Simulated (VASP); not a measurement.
# TaC2 (P6/mmm) in VASP: further runs

Runs on TaC2. Level: PBE. Tasks: single point, relaxation of cell and atoms.

All numbers are computed with VASP 6.6.1; they aren't measurements. Logs are shortened: lines on timing, memory, paths and dates and some standing lists are left out, and cuts for length are marked.

## (1) The cell of the first run

It takes space group P6/mmm (No. 191, hexagonal). The conventional cell has a = 3.247 Å, b = 3.247 Å, c = 3.024 Å, α = 90.00°, β = 90.00°, γ = 120.00°. Within 3.2 Å of Ta (site symmetry 6/mmm) lie 12 C at 2.41 Å and 2 Ta at 3.02 Å. Within 2.5 Å of C (site symmetry -6m2) lie 3 C at 1.87 Å and 6 Ta at 2.41 Å.

## (2) Single point, PBE

Contents of INCAR:

```
SYSTEM = TaC2
ALGO = Normal
EDIFF = 1E-6
ENCUT = 520
GGA = PE
ISIF = 2
ISMEAR = 0
LASPH = .True.
LCHARG = .False.
LREAL = .False.
LWAVE = .False.
NBANDS = 16
NELM = 100
PREC = Accurate
SIGMA = 0.1
```

Contents of KPOINTS:

```
k-points
0
Gamma
  6 6 6
  0 0 0
```

Contents of POSCAR:

```
TaC2
1.0
    3.2473620836      0.0000000000      0.0000000000
   -1.6236810418      2.8122980597      0.0000000000
    0.0000000000      0.0000000000      3.0243233356
Ta C
1 2
Direct
    0.0000000000      0.0000000000      0.0000000000
    0.3333333333      0.6666666667      0.5000000000
    0.6666666667      0.3333333333      0.5000000000
```

Potentials or basis: VASP PAW PBE potentials, release 64 (Ta_pv, C).

Started as:

```
$ cat potpaw_PBE.64/Ta_pv/POTCAR potpaw_PBE.64/C/POTCAR > POTCAR
$ mpirun -np 1 vasp_std > vasp.out
```

OUTCAR:

```text
SYSTEM = TaC2
   EDIFF = 1E-6
   ENCUT = 520
   GGA = PE
   ISIF = 2
   ISMEAR = 0
   LASPH = .True.
   LREAL = .False.
   NELM = 100
   PREC = Accurate

 ion  position               nearest neighbor table
   1  0.000  0.000  0.000-   2 2.41   3 2.41   2 2.41   3 2.41   3 2.41   3 2.41   2 2.41   2 2.41
                             3 2.41   3 2.41   2 2.41   2 2.41
   2  0.333  0.667  0.500-   3 1.87   3 1.87   3 1.87   1 2.41   1 2.41   1 2.41   1 2.41   1 2.41
                             1 2.41
   3  0.667  0.333  0.500-   2 1.87   2 1.87   2 1.87   1 2.41   1 2.41   1 2.41   1 2.41   1 2.41
                             1 2.41

  LATTYP: Found a hexagonal cell.
 ALAT       =     3.2473620836
 C/A-ratio  =     0.9313169452

  Lattice vectors:

 A1 = (   3.2473620836,   0.0000000000,   0.0000000000)
 A2 = (  -1.6236810418,   2.8122980597,   0.0000000000)
 A3 = (   0.0000000000,   0.0000000000,   3.0243233356)

Analysis of symmetry for initial positions (statically):
=====================================================================
 Subroutine PRICEL returns:
 Original cell was already a primitive cell.

 Routine SETGRP: Setting up the symmetry group for a
 hexagonal supercell.

 Subroutine GETGRP returns: Found 24 space group operations
 (whereof 24 operations were pure point group operations)
 out of a pool of 24 trial point group operations.

The static configuration has the point symmetry D_6h.

Analysis of symmetry for dynamics (positions and initial velocities):
=====================================================================
 Subroutine PRICEL returns:
 Original cell was already a primitive cell.

 Routine SETGRP: Setting up the symmetry group for a
 hexagonal supercell.

 Subroutine GETGRP returns: Found 24 space group operations
 (whereof 24 operations were pure point group operations)
 out of a pool of 24 trial point group operations.

The dynamic configuration has the point symmetry D_6h.

 Subroutine INISYM returns: Found 24 space group operations
 (whereof 24 operations are pure point group operations),
 and found     1 'primitive' translations

----------------------------------------------------------------------------------------

                                     Primitive cell

  volume of cell :      27.6198

  direct lattice vectors                    reciprocal lattice vectors
     3.247362084  0.000000000  0.000000000     0.307942254  0.177790543  0.000000000
    -1.623681042  2.812298060  0.000000000     0.000000000  0.355581087  0.000000000
     0.000000000  0.000000000  3.024323336     0.000000000  0.000000000  0.330652476

  length of vectors
     3.247362084  3.247362084  3.024323336     0.355581087  0.355581087  0.330652476

  position of ions in fractional coordinates (direct lattice)
     0.000000000  0.000000000  0.000000000
     0.333333333  0.666666667  0.500000000
     0.666666667  0.333333333  0.500000000

  ion indices of the primitive-cell ions
   primitive index   ion index
                 1           1
                 2           2
                 3           3

----------------------------------------------------------------------------------------

 KPOINTS: k-points

Automatic generation of k-mesh.
 Grid dimensions read from file:
 generate k-points for:    6    6    6

 Generating k-lattice:

  Cartesian coordinates                     Fractional coordinates (reciprocal lattice)
     0.051323709  0.029631757  0.000000000     0.166666667 -0.000000000  0.000000000
     0.000000000  0.059263514  0.000000000     0.000000000  0.166666667  0.000000000
     0.000000000  0.000000000  0.055108746     0.000000000  0.000000000  0.166666667

  Length of vectors
     0.059263514  0.059263514  0.055108746

  Shift w.r.t. Gamma in fractional coordinates (k-lattice)
     0.000000000  0.000000000  0.000000000

 Subroutine IBZKPT returns following result:
 ===========================================

 Found     28 irreducible k-points:

 Following reciprocal coordinates:
            Coordinates               Weight
  0.000000  0.000000  0.000000      1.000000
  0.166667  0.000000  0.000000      6.000000
  0.333333  0.000000  0.000000      6.000000
  0.500000  0.000000  0.000000      3.000000
  0.166667  0.166667  0.000000      6.000000
  0.333333  0.166667  0.000000     12.000000
[... 16 lines left out ...]
  0.166667  0.000000  0.500000      6.000000
  0.333333  0.000000  0.500000      6.000000
 [... further k-points ...]
   k-points           NKPTS =     28   k-points in BZ     NKDIM =     28   number of bands    NBANDS=     16
   number of dos      NEDOS =    301   number of ions     NIONS =      3
   total plane-waves  NPLWV =  13824
   dimension x,y,z NGX =    24 NGY =   24 NGZ =   24
   dimension x,y,z NGXF=    48 NGYF=   48 NGZF=   48
   ions per type =               1   2
   NGX,Y,Z   is equivalent  to a cutoff of  12.29, 12.29, 13.19 a.u.
   NGXF,Y,Z  is equivalent  to a cutoff of  24.57, 24.57, 26.39 a.u.
 SYSTEM =  TaC2
   PREC   = accura    normal or accurate (medium, high low for compatibility)
   ISTART =      0    job   : 0-new  1-cont  2-samecut
   ICHARG =      2    charge: 1-file 2-atom 10-const
   ISPIN  =      1    spin polarized calculation?
   LNONCOLLINEAR =      F non collinear calculations
   LSORBIT =      F    spin-orbit coupling
   LASPH  =      T    aspherical Exc in radial PAW
   ENCUT  =  520.0 eV  38.22 Ry    6.18 a.u.   6.04  6.04  5.62*2*pi/ulx,y,z
   NELM   =    100;   NELMIN=  2; NELMDL= -5     # of ELM steps
   EDIFF  = 0.1E-05   stopping-criterion for ELM
   LREAL  =      F    real-space projection
   EDIFFG = 0.1E-04   stopping-criterion for IOM
   NSW    =      0    number of steps for IOM
   IBRION =     -1    ionic relax: 0-MD 1-quasi-New 2-CG
   NFREE  =      0    steps in history (QN), initial steepest desc. (CG)
   ISIF   =      2    stress and relaxation
   ISYM   =      2    0-nonsym 1-usesym 2-fastsym
   POTIM  = 0.5000    time-step for ionic-motion
   TEBEG  =    0.0;   TEEND  =   0.0 temperature during run
   PSTRESS=    0.0 pullay stress
   NELECT =      19.0000    total number of electrons
   NUPDOWN=      -1.0000    fix difference up-down
   EMIN   =  10.00;   EMAX   =-10.00  energy-range for DOS
   EFERMI =   0.00;   METHOD = LEGACY
   ISMEAR =     0;   SIGMA  =   0.10  broadening in eV -4-tet -1-fermi 0-gaus
   EFERMI_NEDOS =   21; number of points for ismear=-14 and -15
   IALGO  =     38    algorithm
   IMIX   =      4    mixing-type and parameters
     AMIX     =   0.40;   BMIX     =  1.00
     AMIX_MAG =   1.60;   BMIX_MAG =  1.00
  volume/ion in A,a.u.               =       9.21        62.13
  Fermi-wavevector in a.u.,A,eV,Ry     =   1.445171  2.730977 28.416033  2.088520
  Thomas-Fermi vector in A             =   2.563383
   LORBIT       =      0    0 simple, 1 ext, 2 COOP (PROOUT), +10 PAW based schemes
   GGA     = PE    functional components
   LHFCALC =     F    Hartree Fock is set to
   AEXX    =    0.0000 exact exchange contribution
   IVDW    =     0    specifies the selected vdW correction
   LEPSILON=     F    determine dielectric tensor
   LRPA    =     F    only Hartree local field effects (RPA)
 non-spin polarized calculation
 Gauss-broadening in eV      SIGMA  =   0.10
  energy-cutoff  :      520.00
  volume of cell :       27.62
 maximum number of plane-waves:       756
   NGX = 13   NGY = 13   NGZ = 11

 number of electron      19.0000002 magnetization

 Free energy of the ion-electron system (eV)
  ---------------------------------------------------
  ext. energy  EPLUGINS =         0.00000000
  ---------------------------------------------------
  free energy    TOTEN  =       -26.08627106 eV

  energy without entropy =      -26.08104756  energy(sigma->0) =      -26.08365931

 E-fermi :   9.5556     XC(G=0): -13.4160

 val. band max:        9.5324415824   @ k =   0.3333   0.3333   0.1667
 cond. band min:       9.6615136118   @ k =   0.1667   0.1667   0.1667
 fundamental gap:      0.1290720294
 Fermi energy:         9.5556392415

 k-point     1 :       0.0000    0.0000    0.0000
  band No.  band energies     occupation
      1     -26.1573      2.00000
      2     -26.1573      2.00000
      3     -26.0594      2.00000
      4      -8.4801      2.00000
      5       2.5911      2.00000
      6       2.5911      2.00000
[... 8 lines left out ...]
     15      12.6139      0.00000
     16      12.6139      0.00000

 k-point     2 :       0.1667    0.0000    0.0000
  band No.  band energies     occupation
      1     -26.2661      2.00000
      2     -26.1820      2.00000
      3     -26.0447      2.00000
      4      -7.9342      2.00000
      5       0.6037      2.00000
      6       2.6673      2.00000
[... 8 lines left out ...]
     15      13.0117      0.00000
     16      14.1327      0.00000

 k-point     3 :       0.3333    0.0000    0.0000
  band No.  band energies     occupation
      1     -26.4764      2.00000
      2     -26.2310      2.00000
      3     -26.0152      2.00000
      4      -6.4576      2.00000
      5      -1.9809      2.00000
      6       2.7421      2.00000
[... 8 lines left out ...]
     15      15.1934      0.00000
     16      16.4418      0.00000

 k-point     4 :       0.5000    0.0000    0.0000
  band No.  band energies     occupation
      1     -26.5782      2.00000
      2     -26.2553      2.00000
      3     -26.0004      2.00000
      4      -4.5769      2.00000
      5      -4.1683      2.00000
      6       2.7434      2.00000
[... 8 lines left out ...]
     15      16.7576      0.00000
     16      17.3113      0.00000
[... 324 lines left out ...]
 k-point    22 :       0.0000    0.0000    0.5000
  band No.  band energies     occupation
      1     -26.6463      2.00000
      2     -26.0993      2.00000
      3     -26.0993      2.00000
      4      -6.0980      2.00000
      5      -0.9310      2.00000
      6       4.5402      2.00000
[... 8 lines left out ...]
     15      18.9417      0.00000
     16      18.9417      0.00000

 k-point    23 :       0.1667    0.0000    0.5000
  band No.  band energies     occupation
      1     -26.6186      2.00000
      2     -26.1960      2.00000
      3     -26.1211      2.00000
      4      -5.9909      2.00000
      5      -0.2183      2.00000
      6       1.7712      2.00000
[... 8 lines left out ...]
     15      17.2753      0.00000
     16      18.5897      0.00000

 k-point    24 :       0.3333    0.0000    0.5000
  band No.  band energies     occupation
      1     -26.5629      2.00000
      2     -26.3843      2.00000
      3     -26.1644      2.00000
      4      -5.6612      2.00000
      5      -0.8098      2.00000
      6       1.4457      2.00000
[... 8 lines left out ...]
     15      15.1686      0.00000
     16      17.3948      0.00000

 [... further k-points ...]
[... 5 lines left out ...]
  --------------------------------------------------------------------------------------
  -------------------------------------------------------------------------------------
  Total        0.0528655      0.0528655      0.1052959      0.0000000      0.0000000      0.0000000
  in kB        3.0666381      3.0666381      6.1080374      0.0000000      0.0000000      0.0000000
  external PRESSURE =       4.0804379 kB  Pullay stress =       0.0000000 kB

 VOLUME and BASIS-vectors are now :
 -----------------------------------------------------------------------------
  energy-cutoff  :      520.00
  volume of cell :       27.62
      direct lattice vectors                 reciprocal lattice vectors
     3.247362084  0.000000000  0.000000000     0.307942254  0.177790543  0.000000000
    -1.623681042  2.812298060  0.000000000     0.000000000  0.355581087  0.000000000
     0.000000000  0.000000000  3.024323336     0.000000000  0.000000000  0.330652476

 POSITION                                       TOTAL-FORCE (eV/Angst)
 -----------------------------------------------------------------------------------
      0.00000      0.00000      0.00000        -0.000000      0.000000      0.000000
     -0.00000      1.87487      1.51216         0.000000      0.000000     -0.000000
      1.62368      0.93743      1.51216        -0.000000      0.000000      0.000000
 -----------------------------------------------------------------------------------
    total drift:                               -0.000000      0.000000      0.000000

  FREE ENERGIE OF THE ION-ELECTRON SYSTEM (eV)
  ---------------------------------------------------
  free  energy   TOTEN  =       -26.0862710603 eV

  energy  without entropy=      -26.0810475619  energy(sigma->0) =      -26.08365931
```

It took 9.4 s on 1 thread of Intel Xeon Platinum 8175M at 2.50GHz (Skylake/Cascade Lake), shared host; peak memory 0.14 GiB.

What came out:

```
Free energy : -26.0863 eV
Pressure    : 0.4 GPa
```

Stress tensor (GPa, compression positive):
```
0.31 0.00 0.00
0.00 0.31 0.00
0.00 0.00 0.61
```

Levels at points of the mesh, in eV from the Fermi level:
| k point | band 6 | band 7 | band 8 | band 9 | band 10 | band 11 | band 12 | band 13 |
| --- | --- | --- | --- | --- | --- | --- | --- | --- |
| (0.00, 0.00, 0.00) | -6.96 | -4.36 | -4.18 | -3.94 | 1.08 | 1.08 | 1.81 | 1.81 |
| (0.50, 0.00, 0.00) | -6.81 | -5.81 | -5.37 | -0.41 | 1.02 | 1.18 | 1.49 | 2.76 |
| (0.00, 0.00, 0.50) | -5.02 | -5.02 | -3.67 | -3.67 | -2.64 | -1.35 | -1.35 | 0.14 |
| (0.50, 0.00, 0.50) | -8.46 | -7.19 | -5.69 | -1.07 | 2.62 | 3.65 | 4.53 | 4.65 |

Caveat: the k points lie up to 0.37 Å⁻¹ apart; spin-orbit coupling is left out, which moves the levels of the heavy elements.

## (3) Single point, PBE

This run uses another cell than the first one, of 12.20 Å³/atom, 1.326 times its volume.

Contents of INCAR:

```
SYSTEM = TaC2
PREC = Accurate
ENCUT = 520
EDIFF = 1E-7
ISMEAR = 0
SIGMA = 0.1
LREAL = .False.
LASPH = .True.
NELM = 80
ALGO = Normal
ISIF = 2
LWAVE = .False.
LCHARG = .False.
GGA = PE
NBANDS = 16
```

Contents of KPOINTS:

```
Automatic mesh
0
Gamma
  6 6 6
  0 0 0
```

Contents of POSCAR:

```
TaC2
1.0
    3.4103948600      0.0000000000      0.0000000000
   -1.7051974300      2.9534885800      0.0000000000
    0.0000000000      0.0000000000      3.6346621100
Ta C
1 2
Direct
    0.0000000000      0.0000000000      0.0000000000
    0.3333333300      0.6666666700      0.5000000000
    0.6666666700      0.3333333300      0.5000000000
```

Potentials or basis: VASP PAW PBE potentials, release 64 (Ta_pv, C).

Started as:

```
$ cat potpaw_PBE.64/Ta_pv/POTCAR potpaw_PBE.64/C/POTCAR > POTCAR
$ mpirun -np 1 vasp_std > vasp.out
```

OUTCAR:

```text
SYSTEM = TaC2
   PREC = Accurate
   ENCUT = 520
   EDIFF = 1E-7
   ISMEAR = 0
   LREAL = .False.
   LASPH = .True.
   NELM = 80
   ISIF = 2
   GGA = PE

 ion  position               nearest neighbor table
   1  0.000  0.000  0.000-   2 2.68   3 2.68   2 2.68   3 2.68   2 2.68   2 2.68   3 2.68   3 2.68
                             3 2.68   3 2.68   2 2.68   2 2.68
   2  0.333  0.667  0.500-   3 1.97   3 1.97   3 1.97   1 2.68   1 2.68   1 2.68   1 2.68   1 2.68
                             1 2.68
   3  0.667  0.333  0.500-   2 1.97   2 1.97   2 1.97   1 2.68   1 2.68   1 2.68   1 2.68   1 2.68
                             1 2.68

  LATTYP: Found a hexagonal cell.
[... 649 lines left out ...]
 [... further k-points ...]
[... 5 lines left out ...]
  --------------------------------------------------------------------------------------
  -------------------------------------------------------------------------------------
  Total       -7.5748333     -7.5748332    -13.2775699      0.0000000      0.0000000     -0.0000000
  in kB     -331.4970402   -331.4970390   -581.0656107      0.0000000      0.0000000     -0.0000000
  external PRESSURE =    -414.6865633 kB  Pullay stress =       0.0000000 kB

 VOLUME and BASIS-vectors are now :
 -----------------------------------------------------------------------------
  energy-cutoff  :      520.00
  volume of cell :       36.61
      direct lattice vectors                 reciprocal lattice vectors
     3.410394860  0.000000000  0.000000000     0.293221179  0.169291327  0.000000000
    -1.705197430  2.953488580  0.000000000     0.000000000  0.338582653  0.000000000
     0.000000000  0.000000000  3.634662110     0.000000000  0.000000000  0.275128738

 POSITION                                       TOTAL-FORCE (eV/Angst)
 -----------------------------------------------------------------------------------
      0.00000      0.00000      0.00000         0.000000      0.000000     -0.000000
     -0.00000      1.96899      1.81733         0.000000      0.000000     -0.000000
      1.70520      0.98450      1.81733        -0.000000      0.000000      0.000000
 -----------------------------------------------------------------------------------
    total drift:                               -0.000000      0.000000      0.000000

  FREE ENERGIE OF THE ION-ELECTRON SYSTEM (eV)
  ---------------------------------------------------
  free  energy   TOTEN  =       -24.2266561795 eV

  energy  without entropy=      -24.2194379016  energy(sigma->0) =      -24.22304704
```

stdout:

```text
POSCAR found type information on POSCAR TaC
 POSCAR found :  2 types and       3 ions
 scaLAPACK will be used
 LDA part: xc-table for (Slater+PW92), standard interpolation
 POSCAR, INCAR and KPOINTS ok, starting setup
 FFT: planning ... GRIDC
 FFT: planning ... GRID_SOFT
 FFT: planning ... GRID
 WAVECAR not read
 entering main loop
```

It took 23 s on 1 thread of Intel Xeon Platinum 8175M at 2.50GHz (Skylake/Cascade Lake), shared host; peak memory 0.16 GiB.

What came out:

```
Free energy : -24.2267 eV
Pressure    : -41.5 GPa
```

Stress tensor (GPa, compression positive):
```
-33.15   0.00   0.00
  0.00 -33.15   0.00
  0.00   0.00 -58.11
```

Caveat: spin-orbit coupling is left out, which moves the levels of the heavy elements.

(Part 1 of 2 ends here.)
